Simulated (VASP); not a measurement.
A run of VASP 6.6.1 is set up as follows.

The input POSCAR:

```
SnSe
1.0
    0.0000000000      2.9693193375      2.9693193375
    2.9693193375      0.0000000000      2.9693193375
    2.9693193375      2.9693193375      0.0000000000
Sn Se
1 1
Direct
    0.0000000000      0.0000000000      0.0000000000
    0.5000000000      0.5000000000      0.5000000000
```

The input INCAR.step1:

```
SYSTEM = SnSe
PREC = Accurate
ENCUT = 520
ISMEAR = -1
SIGMA = 0.05
LREAL = .FALSE.
LASPH = .TRUE.
NELM = 80
NBANDS = 17
GGA = PE
ALGO = Normal
EDIFF = 1E-4
LWAVE = .TRUE.
LCHARG = .FALSE.
```

INCAR.step2

```
SYSTEM = SnSe
PREC = Accurate
ENCUT = 520
EDIFF = 1E-6
ISMEAR = -1
SIGMA = 0.05
LREAL = .FALSE.
LASPH = .TRUE.
NELM = 80
ALGO = Normal
ISIF = 2
LWAVE = .FALSE.
LCHARG = .FALSE.
METAGGA = R2SCAN
LMIXTAU = .TRUE.
NBANDS = 17
ISTART = 1
```

Contents of KPOINTS:

```
Automatic mesh
0
G
  8 8 8
  0 0 0
```

Potentials or basis: VASP PAW PBE potentials, release 64 (Sn_d, Se).

The run is started by

```sh
$ cat potpaw_PBE.64/Sn_d/POTCAR potpaw_PBE.64/Se/POTCAR > POTCAR
$ cp INCAR.step1 INCAR
$ mpirun -np 1 vasp_std > vasp.out
$ cp INCAR.step2 INCAR
$ mpirun -np 1 vasp_std > vasp.out
```

Problem. Estimate the pressure.

Solution. 2.2 GPa.

Problem. What does it give for the band gap on the k mesh?

Solution. 0.65 eV, direct.

Caveat: the PAW data sets were made with another functional, which shifts forces and pressure a little; spin-orbit coupling is left out, which moves the levels of the heavy elements. A k mesh can miss the band edges.
